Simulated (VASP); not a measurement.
Set up this calculation in VASP 6.6.1, as the native input.

| Item | Value |
| --- | --- |
| Task | single point |
| Functional | PBE |
| Potentials or basis | VASP PAW PBE potentials, release 64 (Sr_sv, Ta_pv, O) |
| Cutoff | 520 eV |
| k mesh | 6 × 6 × 4 |
| Occupations | gaussian, width 0.1 eV |
| Spin | no spin polarisation |
| Dipole correction | no |
| Further INCAR settings | ALGO = Normal; EDIFF = 1e-06; NBANDS = 30 |

The structure of SrTa2O2 lies in POSCAR:

```
SrTa2O2
1.0
    5.0480216109      0.0000000036      0.0000000000
   -2.5240108086      4.3717149521      0.0000000000
    0.0000000000      0.0000000000      3.9657303048
Sr Ta O
1 2 2
Direct
    0.0000000000      0.0000000000      0.5000000000
    0.3333333333      0.6666666667      0.0000000000
    0.6666666667      0.3333333333      0.0000000000
    0.3333333333      0.6666666667      0.5000000000
    0.6666666667      0.3333333333      0.5000000000
```

The cell was generated, and may not be a known phase.

One way to write it, as run:

INCAR

```
  ALGO = Normal
  EDIFF = 1E-6
  ENCUT = 520
  GGA = PE
  ISIF = 2
  ISMEAR = 0
  LASPH = True
  LCHARG = False
  LREAL = False
  LWAVE = False
  NBANDS = 30
  NELM = 100
  PREC = Accurate
  SIGMA = 0.1
```

KPOINTS

```
k-points
0
Gamma
  6 6 4
```

Potentials or basis: VASP PAW PBE potentials, release 64 (Sr_sv, Ta_pv, O).

The run is started by

```sh
$ cat potpaw_PBE.64/Sr_sv/POTCAR potpaw_PBE.64/Ta_pv/POTCAR potpaw_PBE.64/O/POTCAR > POTCAR
$ mpirun -np 1 vasp_std > vasp.out
```

Results of the run:

The pressure is 0.4 GPa and the band gap on the k mesh is zero (bands 22 and 23 overlap by 1.55 eV).

Caveat: the k points lie up to 0.40 Å⁻¹ apart, too coarse for converged energies and pressures of a metal; spin-orbit coupling is left out, which moves the levels of the heavy elements.

Run time: 61 s on 1 thread of AMD EPYC 7R13 Processor (Zen 3) (shared host), peak memory 0.2 GiB.
